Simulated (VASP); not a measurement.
Input of a VASP 6.6.1 run:

INCAR

```
SYSTEM = Pt
PREC = Accurate
ENCUT = 520
EDIFF = 1E-7
ISMEAR = 0
SIGMA = 0.15
LREAL = .False.
LASPH = .True.
NELM = 80
ALGO = Normal
ISIF = 2
LWAVE = .False.
LCHARG = .False.
GGA = PS
NBANDS = 17
```

KPOINTS

```
regular mesh
0
Gamma
  18 18 10
  0 0 0
```

Contents of POSCAR:

```
Pt
1.0
    2.7251897179      0.0000000000      0.0000000000
   -1.3625948590      2.3600835258      0.0000000000
    0.0000000000      0.0000000000      4.1891605390
Pt
2
Direct
    0.6666666667      0.3333333333      0.7500000000
    0.3333333333      0.6666666667      0.2500000000
```

Potentials or basis: VASP PAW PBE potentials, release 64 (Pt).

Launch:

```console
$ cat potpaw_PBE.64/Pt/POTCAR > POTCAR
$ mpirun -np 1 vasp_std > vasp.out
```

Question: Estimate the band gap on the k mesh.

Answer: Zero (bands 10 and 11 overlap by 1.60 eV).

Question: What does it give for the pressure?

Answer: 46.6 GPa.

Stress tensor (GPa, compression positive):
```
39.22  0.00  0.00
 0.00 39.22  0.00
 0.00  0.00 61.48
```

Caveat: the cell differs from its parent crystal (engineering shear strain xy +0.0000, normal strain along z -0.1100); the stress differs along the axes, from 39 to 61 GPa; the PAW data sets were made with another functional, which shifts forces and pressure a little; spin-orbit coupling is left out, which moves the levels of the heavy elements.
